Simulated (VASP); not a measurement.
Set up this calculation in VASP 6.6.1, as the native input.

| Property | Result |
| --- | --- |
| Task | single point |
| Functional | r2SCAN |
| Potentials or basis | VASP PAW PBE potentials, release 64 (Cl) |
| Cutoff | 520 eV |
| k mesh | 8 × 8 × 4 |
| Occupations | fermi-dirac, width 0.05 eV |
| Spin | no spin polarisation |
| Dipole correction | no |
| Further INCAR settings | ALGO = Normal; EDIFF = 1e-07; NBANDS = 22 |

The system is Cl.

```xyz
4
Lattice="3.2644 -2.0724 0.0000 3.2644 2.0724 0.0000 0.0000 0.0000 8.2656" Properties=species:S:1:pos:R:3 pbc="T T T"
Cl    3.2644   -1.5768    0.8748
Cl    3.2644   -0.4956    5.0076
Cl    3.2644    1.5768    7.3908
Cl    3.2644    0.4956    3.2580
```

One way to write it, as run:

POSCAR

```
Cl
1.0
    3.2643639804     -2.0724247211      0.0000000000
    3.2643639804      2.0724247211      0.0000000000
    0.0000000000      0.0000000000      8.2655647637
Cl
4
Direct
    0.8804188760      0.1195811240      0.1058368649
    0.6195811240      0.3804188760      0.6058368649
    0.1195811240      0.8804188760      0.8941631351
    0.3804188760      0.6195811240      0.3941631351
```

INCAR.step1

```
SYSTEM = Cl
ALGO = Normal
EDIFF = 1E-4
ENCUT = 520
GGA = PE
ISMEAR = -1
LASPH = .TRUE.
LCHARG = .FALSE.
LREAL = .FALSE.
LWAVE = .TRUE.
NBANDS = 22
NELM = 100
PREC = Accurate
SIGMA = 0.05
```

INCAR.step2

```
SYSTEM = Cl
ALGO = Normal
EDIFF = 1E-7
ENCUT = 520
ISIF = 2
ISMEAR = -1
ISTART = 1
LASPH = .TRUE.
LCHARG = .TRUE.
LELF = .TRUE.
LMIXTAU = .TRUE.
LREAL = .FALSE.
LVHAR = .TRUE.
LWAVE = .FALSE.
METAGGA = R2SCAN
NBANDS = 22
NELM = 100
PREC = Accurate
SIGMA = 0.05
```

KPOINTS

```
k-points
0
G
  8 8 4
  0 0 0
```

Potentials or basis: VASP PAW PBE potentials, release 64 (Cl).

Run with:

```console
$ cat potpaw_PBE.64/Cl/POTCAR > POTCAR
$ cp INCAR.step1 INCAR
$ mpirun -np 1 vasp_std > vasp.out
$ cp INCAR.step2 INCAR
$ mpirun -np 1 vasp_std > vasp.out
```

Results of the run:

```json
{"Pressure": "-0.5 GPa", "Largest force": "0.191 eV/Å", "Band gap on the k mesh": "2.68 eV"}
```

Caveat: the PAW data sets were made with another functional, which shifts forces and pressure a little.

Run time: 4 min on 1 thread of Intel(R) Xeon(R) 6975P-C (Granite Rapids), with other jobs on the host, peak memory 0.29 GiB.
